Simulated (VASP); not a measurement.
Here is a VASP 6.6.1 calculation.

Contents of POSCAR:

```
MgO
1.0
    0.0000000000      2.0809325543      2.0809325543
    2.0809325543      0.0000000000      2.0809325543
    2.0809325543      2.0809325543      0.0000000000
Mg O
1 1
Direct
    0.0000000000      0.0000000000      0.0000000000
    0.5000000000      0.5000000000      0.5000000000
```

The input INCAR.step1:

```
ALGO = Normal ; EDIFF = 1E-5
ENCUT = 660 ; GGA = PE
GGA_COMPAT = False ; ISMEAR = 0
LASPH = True ; LCHARG = False
LREAL = False ; LWAVE = True
NBANDS = 15 ; NELM = 120
PREC = Accurate ; SIGMA = 0.01
```

INCAR.step2

```
ALGO = Normal ; EDIFF = 1E-6
ENCUT = 660 ; GGA_COMPAT = False
ISIF = 2 ; ISMEAR = 0
ISTART = 1 ; LASPH = True
LCHARG = False ; LMIXTAU = True
LREAL = False ; LWAVE = False
METAGGA = R2SCAN ; NBANDS = 15
NELM = 120 ; PREC = Accurate
SIGMA = 0.01
```

Contents of KPOINTS:

```
k-points
0
Gamma
  8 8 8
```

Potentials or basis: VASP PAW PBE potentials, release 64 (Mg_sv, O).

Command:

```console
$ cat potpaw_PBE.64/Mg_sv/POTCAR potpaw_PBE.64/O/POTCAR > POTCAR
$ cp INCAR.step1 INCAR
$ mpirun -np 1 vasp_std > vasp.out
$ cp INCAR.step2 INCAR
$ mpirun -np 1 vasp_std > vasp.out
```

(1) What does it give for the pressure?

(2) Predict the band gap on the k mesh.

## Answers

(1) 4.9 GPa.

(2) 6.03 eV, direct.

Caveat: the PAW data sets were made with another functional, which shifts forces and pressure a little.
